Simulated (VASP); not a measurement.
# BN (P6_3mc) in VASP: notebook

BN is run at these levels: LDA; tasks: single point.

Program: VASP 6.6.1. These are calculated values, not measurements. Logs are shortened: lines on timing, memory, paths and dates and some standing lists are left out, and cuts for length are marked.

### 1 The cell of the first run

Symmetry: P6_3mc, No. 186, hexagonal system. Conventional cell: a = 2.554 Å, b = 2.554 Å, c = 4.565 Å, α = 90.00°, β = 90.00°, γ = 120.00°. Within 2.1 Å of B (site symmetry 3m) lie 4 N at 1.58 to 1.71 Å. N (site symmetry 3m) has 4 B at 1.58 to 1.71 Å within 2.1 Å.

### 2 Single point, LDA (strain +0.000 along x and y, +0.080 along z)

File INCAR:

```
SYSTEM = BN
  ALGO = Normal
  EDIFF = 1E-6
  ENCUT = 520
  GGA = CA
  ISIF = 2
  ISMEAR = 0
  LASPH = .TRUE.
  LCHARG = .TRUE.
  LELF = .TRUE.
  LREAL = .FALSE.
  LVHAR = .TRUE.
  LWAVE = .FALSE.
  NBANDS = 16
  NELM = 60
  PREC = Accurate
  SIGMA = 0.05
```

File KPOINTS:

```
k-points
0
G
  12 12 6
  0 0 0
```

File POSCAR:

```
BN
1.0
    2.5539396017      0.0000000000      0.0000000000
   -1.2769698009      2.2117765748      0.0000000000
    0.0000000000      0.0000000000      4.5650034000
B N
2 2
Direct
    0.6666666667      0.3333333333      0.9997240000
    0.3333333333      0.6666666667      0.4997240000
    0.6666666667      0.3333333333      0.6252760000
    0.3333333333      0.6666666667      0.1252760000
```

Potentials or basis: VASP PAW LDA potentials, release 64 (B, N).

Started as:

```console
$ cat potpaw_LDA.64/B/POTCAR potpaw_LDA.64/N/POTCAR > POTCAR
$ mpirun -np 1 vasp_std > vasp.out
```

OUTCAR:

```text
SYSTEM = BN
   EDIFF = 1E-6
   ENCUT = 520
   GGA = CA
   ISIF = 2
   ISMEAR = 0
   LASPH = .TRUE.
   LREAL = .FALSE.
   NELM = 60
   PREC = Accurate

 ion  position               nearest neighbor table
   1  0.667  0.333  1.000-   4 1.58   4 1.58   4 1.58   3 1.71
   2  0.333  0.667  0.500-   3 1.58   3 1.58   3 1.58   4 1.71
   3  0.667  0.333  0.625-   2 1.58   2 1.58   2 1.58   1 1.71
   4  0.333  0.667  0.125-   1 1.58   1 1.58   1 1.58   2 1.71

  LATTYP: Found a hexagonal cell.
 ALAT       =     2.5539396017
 C/A-ratio  =     1.7874359272

  Lattice vectors:

 A1 = (   2.5539396017,   0.0000000000,   0.0000000000)
 A2 = (  -1.2769698009,   2.2117765748,   0.0000000000)
 A3 = (   0.0000000000,   0.0000000000,   4.5650034000)

Analysis of symmetry for initial positions (statically):
=====================================================================
 Subroutine PRICEL returns:
 Original cell was already a primitive cell.

 Routine SETGRP: Setting up the symmetry group for a
 hexagonal supercell.

 Subroutine GETGRP returns: Found 12 space group operations
 (whereof  6 operations were pure point group operations)
 out of a pool of 24 trial point group operations.

The static configuration has the point symmetry C_3v.
 The point group associated with its full space group is C_6v.

Analysis of symmetry for dynamics (positions and initial velocities):
=====================================================================
 Subroutine PRICEL returns:
 Original cell was already a primitive cell.

 Routine SETGRP: Setting up the symmetry group for a
 hexagonal supercell.

 Subroutine GETGRP returns: Found 12 space group operations
 (whereof  6 operations were pure point group operations)
 out of a pool of 24 trial point group operations.

The dynamic configuration has the point symmetry C_3v.
 The point group associated with its full space group is C_6v.

 Subroutine INISYM returns: Found 12 space group operations
 (whereof  6 operations are pure point group operations),
 and found     1 'primitive' translations

----------------------------------------------------------------------------------------

                                     Primitive cell

  volume of cell :      25.7865

  direct lattice vectors                    reciprocal lattice vectors
     2.553939602  0.000000000  0.000000000     0.391551938  0.226062617  0.000000000
    -1.276969801  2.211776575  0.000000000     0.000000000  0.452125233  0.000000000
     0.000000000  0.000000000  4.565003400     0.000000000  0.000000000  0.219057887

  length of vectors
     2.553939602  2.553939602  4.565003400     0.452125233  0.452125233  0.219057887

  position of ions in fractional coordinates (direct lattice)
     0.666666667  0.333333333  0.999724000
     0.333333333  0.666666667  0.499724000
     0.666666667  0.333333333  0.625276000
     0.333333333  0.666666667  0.125276000

  ion indices of the primitive-cell ions
   primitive index   ion index
                 1           1
                 2           2
                 3           3
                 4           4

----------------------------------------------------------------------------------------

 KPOINTS: k-points

Automatic generation of k-mesh.
 Grid dimensions read from file:
 generate k-points for:   12   12    6

 Generating k-lattice:

  Cartesian coordinates                     Fractional coordinates (reciprocal lattice)
     0.032629328  0.018838551  0.000000000     0.083333333  0.000000000  0.000000000
     0.000000000  0.037677103  0.000000000     0.000000000  0.083333333  0.000000000
     0.000000000  0.000000000  0.036509648     0.000000000  0.000000000  0.166666667

  Length of vectors
     0.037677103  0.037677103  0.036509648

  Shift w.r.t. Gamma in fractional coordinates (k-lattice)
     0.000000000  0.000000000  0.000000000

 Subroutine IBZKPT returns following result:
 ===========================================

 Found     76 irreducible k-points:

 Following reciprocal coordinates:
            Coordinates               Weight
  0.000000  0.000000  0.000000      1.000000
  0.083333 -0.000000  0.000000      6.000000
  0.166667 -0.000000  0.000000      6.000000
  0.250000  0.000000  0.000000      6.000000
  0.333333  0.000000  0.000000      6.000000
  0.416667  0.000000  0.000000      6.000000
[... 16 lines left out ...]
  0.250000  0.000000  0.166667     12.000000
  0.333333  0.000000  0.166667     12.000000
 [... further k-points ...]
   k-points           NKPTS =     76   k-points in BZ     NKDIM =     76   number of bands    NBANDS=     16
   number of dos      NEDOS =    301   number of ions     NIONS =      4
   total plane-waves  NPLWV =  14400
   dimension x,y,z NGX =    20 NGY =   20 NGZ =   36
   dimension x,y,z NGXF=    40 NGYF=   40 NGZF=   72
   ions per type =               2   2
   NGX,Y,Z   is equivalent  to a cutoff of  13.02, 13.02, 13.11 a.u.
   NGXF,Y,Z  is equivalent  to a cutoff of  26.04, 26.04, 26.22 a.u.
 SYSTEM =  BN
   PREC   = accura    normal or accurate (medium, high low for compatibility)
   ISTART =      0    job   : 0-new  1-cont  2-samecut
   ICHARG =      2    charge: 1-file 2-atom 10-const
   ISPIN  =      1    spin polarized calculation?
   LNONCOLLINEAR =      F non collinear calculations
   LSORBIT =      F    spin-orbit coupling
   LASPH  =      T    aspherical Exc in radial PAW
   ENCUT  =  520.0 eV  38.22 Ry    6.18 a.u.   4.75  4.75  8.49*2*pi/ulx,y,z
   NELM   =     60;   NELMIN=  2; NELMDL= -5     # of ELM steps
   EDIFF  = 0.1E-05   stopping-criterion for ELM
   LREAL  =      F    real-space projection
   EDIFFG = 0.1E-04   stopping-criterion for IOM
   NSW    =      0    number of steps for IOM
   IBRION =     -1    ionic relax: 0-MD 1-quasi-New 2-CG
   NFREE  =      0    steps in history (QN), initial steepest desc. (CG)
   ISIF   =      2    stress and relaxation
   ISYM   =      2    0-nonsym 1-usesym 2-fastsym
   POTIM  = 0.5000    time-step for ionic-motion
   TEBEG  =    0.0;   TEEND  =   0.0 temperature during run
   PSTRESS=    0.0 pullay stress
   NELECT =      16.0000    total number of electrons
   NUPDOWN=      -1.0000    fix difference up-down
   EMIN   =  10.00;   EMAX   =-10.00  energy-range for DOS
   EFERMI =   0.00;   METHOD = LEGACY
   ISMEAR =     0;   SIGMA  =   0.05  broadening in eV -4-tet -1-fermi 0-gaus
   EFERMI_NEDOS =   21; number of points for ismear=-14 and -15
   IALGO  =     38    algorithm
   IMIX   =      4    mixing-type and parameters
     AMIX     =   0.40;   BMIX     =  1.00
     AMIX_MAG =   1.60;   BMIX_MAG =  1.00
  volume/ion in A,a.u.               =       6.45        43.50
  Fermi-wavevector in a.u.,A,eV,Ry     =   1.396316  2.638655 26.527271  1.949699
  Thomas-Fermi vector in A             =   2.519682
   LORBIT       =      0    0 simple, 1 ext, 2 COOP (PROOUT), +10 PAW based schemes
   GGA     = CA    functional components
   LHFCALC =     F    Hartree Fock is set to
   AEXX    =    0.0000 exact exchange contribution
   IVDW    =     0    specifies the selected vdW correction
   LEPSILON=     F    determine dielectric tensor
   LRPA    =     F    only Hartree local field effects (RPA)
 non-spin polarized calculation
 Gauss-broadening in eV      SIGMA  =   0.05
  energy-cutoff  :      520.00
  volume of cell :       25.79
 maximum number of plane-waves:       708
 NGX is ok and might be reduce to    20
   NGX =  9   NGY =  9   NGZ = 17

 number of electron      15.9999999 magnetization

 Free energy of the ion-electron system (eV)
  ---------------------------------------------------
  ext. energy  EPLUGINS =         0.00000000
  ---------------------------------------------------
  free energy    TOTEN  =       -38.18173769 eV

  energy without entropy =      -38.18173769  energy(sigma->0) =      -38.18173769

 E-fermi :   6.8041     XC(G=0): -12.6821

 val. band max:        6.5677525936   @ k =   0.0000   0.0000   0.0000
 cond. band min:      11.3735124440   @ k =   0.3333   0.3333   0.0000
 fundamental gap:      4.8057598504
 Fermi energy:         6.8041414218

 k-point     1 :       0.0000    0.0000    0.0000
  band No.  band energies     occupation
      1     -12.8217      2.00000
      2      -9.6309      2.00000
      3      -3.7854      2.00000
      4       5.1022      2.00000
      5       5.1022      2.00000
      6       5.9401      2.00000
[... 8 lines left out ...]
     15      17.7243      0.00000
     16      20.3408      0.00000

 k-point     2 :       0.0833   -0.0000    0.0000
  band No.  band energies     occupation
      1     -12.6718      2.00000
      2      -9.5078      2.00000
      3      -3.6325      2.00000
      4       4.4205      2.00000
      5       4.8305      2.00000
      6       5.8161      2.00000
[... 8 lines left out ...]
     15      18.1280      0.00000
     16      20.1840      0.00000

 k-point     3 :       0.1667   -0.0000    0.0000
  band No.  band energies     occupation
      1     -12.2270      2.00000
      2      -9.1509      2.00000
      3      -3.1800      2.00000
      4       2.7689      2.00000
      5       4.1895      2.00000
      6       4.5240      2.00000
[... 8 lines left out ...]
     15      19.1640      0.00000
     16      19.8774      0.00000

 k-point     4 :       0.2500    0.0000    0.0000
  band No.  band energies     occupation
      1     -11.5054      2.00000
      2      -8.6081      2.00000
      3      -2.4495      2.00000
      4       0.7807      2.00000
      5       2.7347      2.00000
      6       3.4676      2.00000
[... 8 lines left out ...]
     15      20.4641      0.00000
     16      20.4803      0.00000
[... 324 lines left out ...]
 k-point    22 :       0.1667   -0.0000    0.1667
  band No.  band energies     occupation
      1     -12.0934      2.00000
      2      -9.5130      2.00000
      3      -2.5709      2.00000
      4       2.8706      2.00000
      5       4.1947      2.00000
      6       4.2854      2.00000
[... 8 lines left out ...]
     15      18.9374      0.00000
     16      19.7998      0.00000

 k-point    23 :       0.2500    0.0000    0.1667
  band No.  band energies     occupation
      1     -11.3763      2.00000
      2      -8.9352      2.00000
      3      -1.9244      2.00000
      4       0.9231      2.00000
      5       2.4596      2.00000
      6       3.5697      2.00000
[... 8 lines left out ...]
     15      20.2066      0.00000
     16      20.5892      0.00000

 k-point    24 :       0.3333    0.0000    0.1667
  band No.  band energies     occupation
      1     -10.4306      2.00000
      2      -8.2704      2.00000
      3      -1.5259      2.00000
      4      -0.4821      2.00000
      5       0.6746      2.00000
      6       2.9636      2.00000
[... 8 lines left out ...]
     15      21.3486      0.00000
     16      21.3864      0.00000

 [... further k-points ...]

------------------------ aborting loop because EDIFF is reached ----------------------------------------

  FORCE on cell =-STRESS in cart. coord.  units (eV):
  Direction    XX          YY          ZZ          XY          YZ          ZX
  --------------------------------------------------------------------------------------
  -------------------------------------------------------------------------------------
  Total       -2.4489176     -2.4489176    -11.6207562      0.0000000     -0.0000000      0.0000000
  in kB     -152.1569426   -152.1569426   -722.0245937      0.0000000     -0.0000000      0.0000000
  external PRESSURE =    -342.1128263 kB  Pullay stress =       0.0000000 kB

 VOLUME and BASIS-vectors are now :
 -----------------------------------------------------------------------------
  energy-cutoff  :      520.00
  volume of cell :       25.79
      direct lattice vectors                 reciprocal lattice vectors
     2.553939602  0.000000000  0.000000000     0.391551938  0.226062617  0.000000000
    -1.276969801  2.211776575  0.000000000     0.000000000  0.452125233  0.000000000
     0.000000000  0.000000000  4.565003400     0.000000000  0.000000000  0.219057887

 POSITION                                       TOTAL-FORCE (eV/Angst)
 -----------------------------------------------------------------------------------
      1.27697      0.73726      4.56374        -0.000000     -0.000000      0.576480
     -0.00000      1.47452      2.28124         0.000000     -0.000000      0.576480
      1.27697      0.73726      2.85439         0.000000      0.000000     -0.576480
     -0.00000      1.47452      0.57189        -0.000000      0.000000     -0.576480
 -----------------------------------------------------------------------------------
    total drift:                               -0.000000     -0.000000      0.001442

  FREE ENERGIE OF THE ION-ELECTRON SYSTEM (eV)
  ---------------------------------------------------
  free  energy   TOTEN  =       -38.1817376939 eV

  energy  without entropy=      -38.1817376939  energy(sigma->0) =      -38.18173769
```

Wall time 20 s (1 thread of AMD EPYC 7R13 (Zen 3), shared host); peak memory 0.11 GiB.

What came out:

| Item | Value |
| --- | --- |
| Free energy | -38.1817 eV |
| Pressure | -34.2 GPa |
| Largest force | 0.576 eV/Å |
| Band gap on the k mesh | 4.81 eV, indirect (least direct gap 5.57 eV) |

Forces in eV/Å, atoms in the order of the input:
```
B    0.000  0.000  0.576
B    0.000  0.000  0.576
N    0.000  0.000 -0.576
N    0.000  0.000 -0.576
```

Levels at points of the mesh, in eV from the valence-band top:
```
           k point  band 6  band 7  band 8  band 9  band 10  band 11
(0.00, 0.00, 0.00)   -0.63    0.00    0.00    5.57     8.52     8.52
(0.50, 0.00, 0.00)   -4.24   -3.94   -2.22    6.90     6.95     9.73
(0.00, 0.00, 0.50)   -0.80   -0.80   -0.80    9.42     9.42     9.73
(0.50, 0.00, 0.50)   -3.65   -3.36   -3.36    5.69     5.69     9.19
```

Caveat: the cell differs from its parent crystal (strain +0.000 along x and y, +0.080 along z). A k mesh can miss the band edges.

### 3 Single point, LDA (strain +0.080 along x and y, -0.080 along z)

File INCAR:

```
SYSTEM = BN
PREC = Accurate ; ENCUT = 520
EDIFF = 1E-6 ; ISMEAR = 0
SIGMA = 0.05 ; LREAL = .FALSE.
LASPH = .TRUE. ; NELM = 60
ALGO = Normal ; ISIF = 2
LWAVE = .FALSE. ; LCHARG = .FALSE.
GGA = CA ; NBANDS = 16
```

File KPOINTS:

```
regular mesh
0
G
  12 12 6
  0 0 0
```

File POSCAR:

```
BN
1.0
    2.7582547698      0.0000000000      0.0000000000
   -1.3791273849      2.3887187008      0.0000000000
    0.0000000000      0.0000000000      3.8887066000
B N
2 2
Direct
    0.6666666667      0.3333333333      0.9997240000
    0.3333333333      0.6666666667      0.4997240000
    0.6666666667      0.3333333333      0.6252760000
    0.3333333333      0.6666666667      0.1252760000
```

Potentials or basis: VASP PAW LDA potentials, release 64 (B, N).

Started as:

```console
$ cat potpaw_LDA.64/B/POTCAR potpaw_LDA.64/N/POTCAR > POTCAR
$ mpirun -np 1 vasp_std > vasp.out
```

Wall time 26 s (1 thread of AMD EPYC 7R13 (Zen 3), shared host); peak memory 0.11 GiB.

Results (log left out):

- Free energy: -37.3381 eV
- Pressure: -22.3 GPa
- Largest force: 0.859 eV/Å
- Band gap on the k mesh: 4.63 eV, indirect (least direct gap 5.69 eV)

Forces in eV/Å, atoms in the order of the input:
```
B    0.000  0.000  0.859
B    0.000  0.000  0.859
N    0.000  0.000 -0.859
N    0.000  0.000 -0.859
```

Stress tensor (GPa, compression positive):
```
-67.50   0.00   0.00
  0.00 -67.50   0.00
  0.00   0.00  68.23
```

Levels at points of the mesh, in eV from the valence-band top:
| k point | band 4 | band 5 | band 6 | band 7 | band 8 | band 9 | band 10 | band 11 | band 12 | band 13 |
| --- | --- | --- | --- | --- | --- | --- | --- | --- | --- | --- |
| (0.00, 0.00, 0.00) | -3.24 | -3.24 | -0.57 | 0.00 | 0.00 | 5.69 | 6.49 | 6.49 | 8.01 | 11.09 |
| (0.50, 0.00, 0.00) | -6.55 | -6.07 | -5.60 | -4.52 | -1.28 | 4.63 | 8.21 | 8.87 | 9.96 | 14.40 |
| (0.00, 0.00, 0.50) | -4.33 | -1.85 | -1.85 | -1.85 | -1.85 | 6.59 | 6.59 | 8.35 | 8.35 | 8.35 |
| (0.50, 0.00, 0.50) | -9.49 | -3.90 | -3.90 | -2.62 | -2.62 | 5.82 | 5.82 | 10.94 | 10.94 | 12.97 |

Caveat: the cell differs from its parent crystal (strain +0.080 along x and y, -0.080 along z). A k mesh can miss the band edges.

### 4 Single point, LDA (strain +0.040 along x and y, +0.000 along z)

File INCAR:

```
ALGO = Normal
EDIFF = 1E-6
ENCUT = 520
GGA = CA
ISIF = 2
ISMEAR = 0
LASPH = True
LCHARG = False
LREAL = False
LWAVE = False
NBANDS = 16
NELM = 80
PREC = Accurate
SIGMA = 0.05
```

File KPOINTS:

```
k-points
0
Gamma
  12 12 6
```

File POSCAR:

```
BN
1.0
    2.6560971858      0.0000000000      0.0000000000
   -1.3280485929      2.3002476378      0.0000000000
    0.0000000000      0.0000000000      4.2268550000
B N
2 2
Direct
    0.6666666667      0.3333333333      0.9997240000
    0.3333333333      0.6666666667      0.4997240000
    0.6666666667      0.3333333333      0.6252760000
    0.3333333333      0.6666666667      0.1252760000
```

Started as:

```console
$ cat potpaw_LDA.64/B/POTCAR potpaw_LDA.64/N/POTCAR > POTCAR
$ mpirun -np 1 vasp_std > vasp.out
```

Run time: 16 s. Hardware: 1 thread of AMD EPYC 7R13 (Zen 3), shared host; peak memory 0.1 GiB.

The run converged. Its results:

* Free energy: -38.3536 eV
* Pressure: -36.1 GPa
* Largest force: 0.003 eV/Å
* Band gap on the k mesh: 5.17 eV, indirect (least direct gap 7.43 eV)

Forces on the atoms (eV/Å):
```
B    0.000  0.000  0.003
B    0.000  0.000  0.003
N    0.000  0.000 -0.003
N    0.000  0.000 -0.003
```

Stress tensor (GPa, compression positive):
```
-46.07   0.00   0.00
  0.00 -46.07   0.00
  0.00   0.00 -16.23
```

Levels at points of the mesh, in eV from the valence-band top:
```tsv
k point	band 4	band 5	band 6	band 7	band 8	band 9	band 10	band 11	band 12	band 13
(0.00, 0.00, 0.00)	-2.23	-2.23	-0.20	0.00	0.00	7.54	7.54	7.83	9.05	9.24
(0.50, 0.00, 0.00)	-6.97	-6.48	-4.78	-4.13	-1.79	5.91	7.73	9.73	10.43	12.84
(0.00, 0.00, 0.50)	-5.04	-1.24	-1.24	-1.24	-1.24	8.11	8.11	9.09	9.09	9.09
(0.50, 0.00, 0.50)	-9.31	-3.53	-3.53	-3.13	-3.13	6.20	6.20	9.62	9.62	13.19
```

Caveat: the cell differs from its parent crystal (strain +0.040 along x and y, +0.000 along z).

### 5 The runs side by side

```csv
cell,gap on the mesh (eV),pressure (GPa),largest force (eV/Å)
"a = 2.554, b = 2.554, c = 4.565 Å, angles 90.0, 90.0, 120.0°, 4 atoms",4.81,-34.2,0.58
"a = 2.758, b = 2.758, c = 3.889 Å, angles 90.0, 90.0, 120.0°, 4 atoms",4.63,-22.3,0.86
"a = 2.656, b = 2.656, c = 4.227 Å, angles 90.0, 90.0, 120.0°, 4 atoms",5.17,-36.1,-
```

Alike in all rows: task single point; level LDA; potentials or basis VASP PAW LDA potentials, release 64 (B, N); no spin polarisation; k mesh 12 × 12 × 6; cutoff (eV) 520; smearing gaussian 0.05 eV.

Absolute energies hang on the potentials; compare differences alone.
